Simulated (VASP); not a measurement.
Here is a VASP 6.6.1 calculation.

File INCAR:

```
SYSTEM = GeSb3O2
ALGO = Normal ; EDIFF = 1E-6
ENCUT = 520 ; GGA = PE
ISIF = 2 ; ISMEAR = 0
LASPH = .True. ; LCHARG = .False.
LREAL = .False. ; LWAVE = .False.
NBANDS = 30 ; NELM = 100
PREC = Accurate ; SIGMA = 0.1
```

The input KPOINTS:

```
k-points
0
Gamma
  6 6 2
  0 0 0
```

The input POSCAR:

```
GeSb3O2
1.0
    3.1922782776      0.0000000000      0.0000000000
    0.0000000000      3.1922782776      0.0000000000
    0.0000000000      0.0000000000     13.5909370746
Ge Sb O
1 3 2
Direct
    0.0000000000      0.0000000000      0.5000000000
    0.5000000000      0.5000000000      0.2269071871
    0.5000000000      0.5000000000      0.7730928129
    0.5000000000      0.5000000000      0.0000000000
    0.5000000000      0.5000000000      0.5000000000
    0.0000000000      0.0000000000      0.0000000000
```

Potentials or basis: VASP PAW PBE potentials, release 64 (Ge_d, Sb, O).

Command:

```console
$ cat potpaw_PBE.64/Ge_d/POTCAR potpaw_PBE.64/Sb/POTCAR potpaw_PBE.64/O/POTCAR > POTCAR
$ mpirun -np 1 vasp_std > vasp.out
```

(1) Estimate the pressure.

(2) Predict the largest force.

## Answers

(1) -0.1 GPa.

(2) 0.011 eV/Å.

Caveat: an odd number of electrons without spin polarisation forces a metal; a magnetic or distorted state may lie lower.
